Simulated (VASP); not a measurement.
MgPb2N2, 5 atoms in the cell. The structure is trigonal, space group P-3m1 (No. 164). The conventional cell has a = 3.581 Å, b = 3.581 Å, c = 8.287 Å, α = 90.00°, β = 90.00°, γ = 120.00°. Within 3.2 Å of Mg (site symmetry -3m) lie 6 N at 2.36 Å and 6 Pb at 3.15 Å. Pb (site symmetry 3m) has 3 N at 2.41 Å and 3 Mg at 3.15 Å within 3.2 Å. Within 3.1 Å of N (site symmetry 3m) lie 3 Mg at 2.36 Å and 3 Pb at 2.41 Å and 3 N at 3.09 Å.  This cell differs from its parent crystal: ratio of the length along z to the lengths across it x 0.85, volume and fractional coordinates fixed.

* Program: VASP 6.6.1
* Task: single point
* Functional: PBEsol
* Potentials or basis: VASP PAW PBE potentials, release 64 (Mg, Pb_d, N)
* Cutoff: 520 eV
* k mesh: 12 × 12 × 4
* Occupations: gaussian, width 0.05 eV
* Spin: no spin polarisation
* Dipole correction: no
* Further INCAR settings: ALGO = Normal; EDIFF = 1e-07; NBANDS = 28

Potentials or basis: VASP PAW PBE potentials, release 64 (Mg, Pb_d, N).

Command:

```sh
$ cat potpaw_PBE.64/Mg/POTCAR potpaw_PBE.64/Pb_d/POTCAR potpaw_PBE.64/N/POTCAR > POTCAR
$ mpirun -np 1 vasp_std > vasp.out
```

Hardware: 1 thread of Intel(R) Xeon(R) 6975P-C (Granite Rapids), on a shared host.

How long does it take, and how much memory?

It took 82 s on 1 thread of Intel(R) Xeon(R) 6975P-C (Granite Rapids), on a shared host, peak memory 0.33 GiB. Counts: scf iterations 17, k points 69.
